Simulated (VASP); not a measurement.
# Si33C32 (a cell with a defect) in VASP: single point with PBEsol

Aim: the single point of Si33C32 (a cell with a defect) with PBEsol.

Everything below comes from runs of VASP 6.6.1. Logs are shortened: lines on timing, memory, paths and dates and some standing lists are left out, and cuts for length are marked.

## Step 1: The cell of the first run

The cell holds a defect, 65 atoms: a = 8.714 Å, b = 8.714 Å, c = 8.714 Å, α = 90.00°, β = 90.00°, γ = 90.00°.

## Step 2: Single point, PBEsol, collinear spin

File INCAR:

```
  PREC = Accurate
  ENCUT = 520
  EDIFF = 1E-7
  ISMEAR = -1
  SIGMA = 0.05
  LREAL = Auto
  LASPH = True
  NELM = 150
  ALGO = Normal
  ISIF = 2
  LWAVE = False
  LCHARG = False
  ISPIN = 2
  MAGMOM = 0 0 0 0 0 0 0.091 0.091 0 0 0 0 0 0 0 0 0 0 0 0.091 0 0 0 0.091 0 0 0 0 0 0.091 0 0.091 0.091 0 0 0 0 0 0 0 0.091 0 0.091 0 0 0 0 0 0 0 0 0 0.091 0 0 0 0 0 0 0 0 0 0.091 0 0
  LORBIT = 11
  GGA = PS
  NELECT = 259.0
  ISYM = 0
  NBANDS = 172
```

File KPOINTS:

```
Automatic mesh
0
Gamma
  1 1 1
  0.25 0.25 0.25
```

File POSCAR:

```
Si33C32
1.0
    8.7137060000      0.0000000000      0.0000000000
    0.0000000000      8.7137060000      0.0000000000
    0.0000000000      0.0000000000      8.7137060000
Si C
33 32
Direct
    0.0000370000      0.0000680000      0.0004640000
    0.9999090000      0.9999020000      0.4985080000
    0.0000780000      0.5000590000      0.0023850000
    0.9999900000      0.5001600000      0.4967070000
    0.5000490000      0.0000800000      0.0023820000
    0.5001440000      0.0000210000      0.4967050000
    0.4997300000      0.4997890000      0.0224580000
    0.5004010000      0.5003900000      0.4770500000
    0.2490030000      0.2490130000      0.0006670000
    0.2477710000      0.2478040000      0.4972350000
    0.2474860000      0.7521460000      0.0015960000
    0.2490100000      0.7512120000      0.4984690000
    0.7521120000      0.2475110000      0.0015600000
    0.7512000000      0.2490270000      0.4984780000
    0.7512410000      0.7512610000      0.0007080000
    0.7521470000      0.7521420000      0.4969130000
    0.2490530000      0.9999050000      0.2493450000
    0.2472420000      0.0000280000      0.7496160000
    0.2472470000      0.5001750000      0.2494850000
    0.2275860000      0.5004120000      0.7498720000
    0.7510140000      0.0000850000      0.2495150000
    0.7529190000      0.0000570000      0.7494830000
    0.7529160000      0.5000610000      0.2494990000
    0.7730180000      0.4998200000      0.7492530000
    0.9998860000      0.2490690000      0.2493500000
    0.9999900000      0.2472680000      0.7496050000
    0.0000440000      0.7510420000      0.2495110000
    0.0000760000      0.7529350000      0.7494900000
    0.5001320000      0.2472730000      0.2494610000
    0.5003630000      0.2276160000      0.7498310000
    0.5000400000      0.7529360000      0.2495330000
    0.4997950000      0.7730320000      0.7492030000
    0.5008270000      0.5007910000      0.7502170000
    0.1252440000      0.1252550000      0.1250880000
    0.1260040000      0.1260210000      0.6252940000
    0.1256870000      0.6253490000      0.1245630000
    0.1221300000      0.6281290000      0.6223810000
    0.6253290000      0.1257040000      0.1245570000
    0.6281300000      0.1221450000      0.6223880000
    0.6279850000      0.6280190000      0.1280690000
    0.6226400000      0.6227150000      0.6277870000
    0.3725860000      0.3726090000      0.1285170000
    0.3789630000      0.3789510000      0.6284240000
    0.3756930000      0.8747780000      0.1242350000
    0.3725910000      0.8790700000      0.6220710000
    0.8747730000      0.3756920000      0.1242300000
    0.8790230000      0.3726260000      0.6220810000
    0.8756110000      0.8756480000      0.1250980000
    0.8747820000      0.8747780000      0.6251310000
    0.3758220000      0.1260120000      0.3754580000
    0.3729280000      0.1221450000      0.8775950000
    0.3729350000      0.6281350000      0.3716120000
    0.3782570000      0.6225970000      0.8720700000
    0.8756320000      0.1252630000      0.3747320000
    0.8750750000      0.1256920000      0.8747820000
    0.8750750000      0.6253290000      0.3751380000
    0.8786330000      0.6280350000      0.8774940000
    0.1259970000      0.3758370000      0.3754720000
    0.1221300000      0.3729220000      0.8775960000
    0.1252600000      0.8756270000      0.3747150000
    0.1256830000      0.8750950000      0.8747970000
    0.6281460000      0.3729380000      0.3715880000
    0.6226060000      0.3783060000      0.8721400000
    0.6253320000      0.8751010000      0.3751480000
    0.6279990000      0.8786250000      0.8774810000
```

Potentials or basis: VASP PAW PBE potentials, release 64 (Si, C).

On the command line:

```
$ cat potpaw_PBE.64/Si/POTCAR potpaw_PBE.64/C/POTCAR > POTCAR
$ mpirun -np 1 vasp_std > vasp.out
```

OUTCAR:

```text
PREC = Accurate
   ENCUT = 520
   EDIFF = 1E-7
   ISMEAR = -1
   LREAL = Auto
   LASPH = True
   NELM = 150
   ISIF = 2
   ISPIN = 2
   LORBIT = 11
   GGA = PS
   NELECT = 259.0
   ISYM = 0

 ion  position               nearest neighbor table
   1  0.000  0.000  0.000-  48 1.88  34 1.89  55 1.89  61 1.89  13 3.05  11 3.05  15 3.07  25 3.07
                            17 3.07   9 3.07  18 3.07  26 3.07  27 3.07  21 3.07  22 3.07  28 3.07
   2  1.000  1.000  0.499-  54 1.88  60 1.88  49 1.90  35 1.91  16 3.05  10 3.05  12 3.07  14 3.07
                            27 3.07  21 3.07  28 3.07  22 3.07  17 3.07  25 3.07  18 3.07  26 3.07
   3  0.000  0.500  0.002-  46 1.87  36 1.88  59 1.88  57 1.88  20 2.96  24 2.96  19 3.05  23 3.05
                            25 3.07  27 3.07  11 3.08   9 3.08  15 3.08  13 3.08  26 3.12  28 3.12
   4  1.000  0.500  0.497-  58 1.87  56 1.87  47 1.88  37 1.89  24 2.96  20 2.97  23 3.05  19 3.05
                            27 3.07  25 3.07  16 3.08  14 3.08  12 3.08  10 3.08  28 3.12  26 3.12
   5  0.500  0.000  0.002-  44 1.87  38 1.88  51 1.88  65 1.88  30 2.96  32 2.96  29 3.05  31 3.05
                            17 3.07  21 3.07  13 3.08   9 3.08  15 3.08  11 3.08  18 3.12  22 3.12
   6  0.500  0.000  0.497-  50 1.87  64 1.87  45 1.88  39 1.89  32 2.96  30 2.97  31 3.05  29 3.05
                            21 3.07  17 3.07  16 3.08  12 3.08  14 3.08  10 3.08  22 3.11  18 3.12
   7  0.500  0.500  0.022-  42 1.82  40 1.83  63 2.00  53 2.00  33 2.37  19 2.96  29 2.96  31 2.96
                            23 2.96   9 3.10  15 3.10  11 3.11  13 3.11
   8  0.500  0.500  0.477-  52 1.82  62 1.82  43 1.99  41 2.00  33 2.38  23 2.96  31 2.96  29 2.97
                            19 2.97  14 3.10  12 3.10  16 3.11  10 3.12
   9  0.249  0.249  0.001-  34 1.87  59 1.88  51 1.88  42 1.89  17 3.07  25 3.07   1 3.07  29 3.08
[... 67 lines left out ...]
  52  0.373  0.628  0.372-   8 1.82  12 1.88  31 1.88  19 1.89
  53  0.378  0.623  0.872-  33 1.84  11 1.96   7 2.00  32 2.00  20 2.00
  54  0.876  0.125  0.375-  14 1.87   2 1.88  25 1.88  21 1.89
  55  0.875  0.126  0.875-  13 1.87  26 1.87  22 1.88   1 1.89
  56  0.875  0.625  0.375-  16 1.87   4 1.87  23 1.88  27 1.89
  57  0.879  0.628  0.877-  24 1.83  15 1.88   3 1.88  28 1.88
  58  0.126  0.376  0.375-   4 1.87  19 1.87  10 1.87  25 1.91
  59  0.122  0.373  0.878-  20 1.82   9 1.88   3 1.88  26 1.89
  60  0.125  0.876  0.375-  12 1.87   2 1.88  17 1.88  27 1.89
  61  0.126  0.875  0.875-  11 1.87  18 1.87  28 1.88   1 1.89
  62  0.628  0.373  0.372-   8 1.82  14 1.88  23 1.88  29 1.89
  63  0.623  0.378  0.872-  33 1.84  13 1.96   7 2.00  24 2.00  30 2.00
  64  0.625  0.875  0.375-  16 1.87   6 1.87  31 1.88  21 1.89
  65  0.628  0.879  0.877-  32 1.83  15 1.88   5 1.88  22 1.88

IMPORTANT INFORMATION: All symmetrisations will be switched off!
NOSYMM: (Re-)initialisation of all symmetry stuff for point group C_1.

----------------------------------------------------------------------------------------

                                     Primitive cell

  volume of cell :     661.6201

  direct lattice vectors                    reciprocal lattice vectors
     8.713706000  0.000000000  0.000000000     0.114761733  0.000000000  0.000000000
     0.000000000  8.713706000  0.000000000     0.000000000  0.114761733  0.000000000
[... 253 lines left out ...]
      3      -6.1694      1.00000
      4      -6.1690      1.00000
      5      -5.5793      1.00000
      6      -5.3498      1.00000
[... 565 lines left out ...]
    140      12.3169      0.00000
    141      12.3829      0.00000
 Fermi energy:        10.1785563755

 spin component 2

 k-point     1 :       0.2500    0.2500    0.2500
  band No.  band energies     occupation
      1      -7.9333      1.00000
      2      -6.5746      1.00000
      3      -6.1697      1.00000
      4      -6.1693      1.00000
      5      -5.5795      1.00000
      6      -5.3500      1.00000
[... 565 lines left out ...]
    140      12.3162      0.00000
    141      12.3823      0.00000
 [bands above 141 left out]

------------------------ aborting loop because EDIFF is reached ----------------------------------------

  FORCE on cell =-STRESS in cart. coord.  units (eV):
  Direction    XX          YY          ZZ          XY          YZ          ZX
  --------------------------------------------------------------------------------------
  -------------------------------------------------------------------------------------
  Total        1.6411621      1.6400765      1.6520614     -1.3352681     -1.3165888     -1.3017882
  in kB        3.9742332      3.9716044      4.0006269     -3.2334812     -3.1882476     -3.1524065
  external PRESSURE =       3.9821548 kB  Pullay stress =       0.0000000 kB

 VOLUME and BASIS-vectors are now :
 -----------------------------------------------------------------------------
  energy-cutoff  :      520.00
  volume of cell :      661.62
      direct lattice vectors                 reciprocal lattice vectors
     8.713706000  0.000000000  0.000000000     0.114761733  0.000000000  0.000000000
     0.000000000  8.713706000  0.000000000     0.000000000  0.114761733  0.000000000
     0.000000000  0.000000000  8.713706000     0.000000000  0.000000000  0.114761733

 POSITION                                       TOTAL-FORCE (eV/Angst)
 -----------------------------------------------------------------------------------
      0.00032      0.00059      0.00404         0.068405      0.066718      0.088876
      8.71291      8.71285      4.34385         0.083808      0.084942      0.085498
      0.00068      4.35737      0.02078         0.038239      0.073904      0.053303
      8.71362      4.35825      4.32816         0.102131      0.073309      0.045548
      4.35728      0.00070      0.02076         0.075127      0.038786      0.052617
      4.35811      0.00018      4.32814         0.074755      0.100952      0.045410
[... 57 lines left out ...]
      5.44896      7.62537      3.26893        -0.097580     -0.076598     -0.047408
      5.47220      7.65608      7.64611        -0.074417     -0.030177     -0.082639
 -----------------------------------------------------------------------------------
    total drift:                                0.004771      0.003566     -0.004754

  FREE ENERGIE OF THE ION-ELECTRON SYSTEM (eV)
  ---------------------------------------------------
  free  energy   TOTEN  =      -516.9090292893 eV

  energy  without entropy=     -516.7200601962  energy(sigma->0) =     -516.81454474

 total charge

# of ion       s       p       d       tot
------------------------------------------
    1        0.703   0.963   0.000   1.666
    2        0.703   0.961   0.000   1.664
    3        0.705   0.975   0.000   1.679
    4        0.705   0.974   0.000   1.679
    5        0.705   0.975   0.000   1.680
    6        0.705   0.974   0.000   1.679
[... 57 lines left out ...]
   64        0.838   1.700   0.000   2.537
   65        0.841   1.708   0.000   2.549
--------------------------------------------------
tot         50.152  86.162   0.000 136.314

 magnetization (x)

# of ion       s       p       d       tot
------------------------------------------
    1       -0.000  -0.000   0.000  -0.000
    2       -0.000  -0.000   0.000  -0.000
    3       -0.000  -0.000   0.000  -0.000
    4       -0.000  -0.000   0.000  -0.000
    5       -0.000  -0.000   0.000  -0.000
    6       -0.000  -0.000   0.000  -0.000
[... 57 lines left out ...]
   64       -0.000   0.000   0.000  -0.000
   65       -0.000   0.000   0.000  -0.000
--------------------------------------------------
tot         -0.001  -0.001   0.000  -0.002
```

Run time: 84 min. Hardware: 1 thread of Oxide Virtual Turin-like, shared host; peak memory 1.2 GiB.

Results:

```yaml
Free_energy: -516.9090 eV
Largest_force: 0.202 eV/Å
Net_moment: -0.01 μB per cell
Valence_electrons_inside_the_program's_atomic_spheres: Si 1.67, 1.66, 1.68, 1.64, 1.71 (each value once); C 2.54, 2.55, 2.49 (each value once)
```

Forces in eV/Å, atoms in the order of the input:
```
Si   0.068  0.067  0.089
Si   0.084  0.085  0.085
Si   0.038  0.074  0.053
Si   0.102  0.073  0.046
Si   0.075  0.039  0.053
Si   0.075  0.101  0.045
Si   0.135  0.132  0.071
Si   0.003  0.004  0.043
Si   0.028  0.028  0.052
Si   0.061  0.057  0.064
Si   0.096  0.099  0.099
Si   0.029  0.052  0.033
Si   0.101  0.094  0.104
Si   0.052  0.028  0.030
Si   0.030  0.032  0.034
Si   0.098  0.101  0.101
Si   0.081  0.084  0.085
Si   0.040  0.100  0.074
Si   0.039  0.070  0.100
Si   0.045 -0.001  0.000
Si   0.088  0.066  0.068
Si   0.055  0.041  0.078
Si   0.054  0.074  0.040
Si   0.069  0.130  0.131
Si   0.085  0.080  0.085
Si   0.102  0.038  0.074
Si   0.068  0.087  0.068
Si   0.038  0.055  0.078
Si   0.076  0.038  0.102
Si   0.005  0.039  0.004
Si   0.077  0.054  0.039
Si   0.128  0.068  0.135
Si  -0.036 -0.030 -0.027
C   -0.060 -0.059 -0.067
C   -0.084 -0.082 -0.076
C   -0.041 -0.097 -0.073
C   -0.058 -0.052 -0.075
C   -0.098 -0.039 -0.074
C   -0.055 -0.057 -0.075
C   -0.070 -0.069 -0.022
C   -0.053 -0.061 -0.013
C   -0.064 -0.062 -0.077
C   -0.088 -0.084 -0.087
C   -0.105 -0.046 -0.039
C   -0.060 -0.076 -0.058
C   -0.048 -0.103 -0.040
C   -0.073 -0.061 -0.058
C   -0.065 -0.067 -0.060
C   -0.047 -0.048 -0.092
C   -0.077 -0.079 -0.087
C   -0.082 -0.058 -0.054
C   -0.083 -0.045 -0.066
C   -0.005 -0.050 -0.061
C   -0.071 -0.057 -0.069
C   -0.078 -0.040 -0.106
C   -0.075 -0.095 -0.049
C   -0.030 -0.076 -0.082
C   -0.081 -0.074 -0.089
C   -0.059 -0.080 -0.055
C   -0.059 -0.070 -0.068
C   -0.041 -0.076 -0.106
C   -0.048 -0.082 -0.064
C   -0.055 -0.007 -0.068
C   -0.098 -0.077 -0.047
C   -0.074 -0.030 -0.083
```

Levels at points of the mesh, in eV from the Fermi level:
Spin up:
```tsv
k point	band 127	band 128	band 129	band 130	band 131	band 132
(0.25, 0.25, 0.25)	-2.19	-2.19	-0.06	0.02	0.02	1.32
```
Spin down:
```
           k point  band 127  band 128  band 129  band 130  band 131  band 132
(0.25, 0.25, 0.25)     -2.19     -2.19     -0.06      0.02      0.02      1.32
```

Caveat: the cell carries a net charge on a neutralising background, which shifts energy and pressure; the cell is charged against a uniform background, so pressure and absolute levels hang on convention; the PAW data sets were made with another functional, which shifts forces and pressure a little.
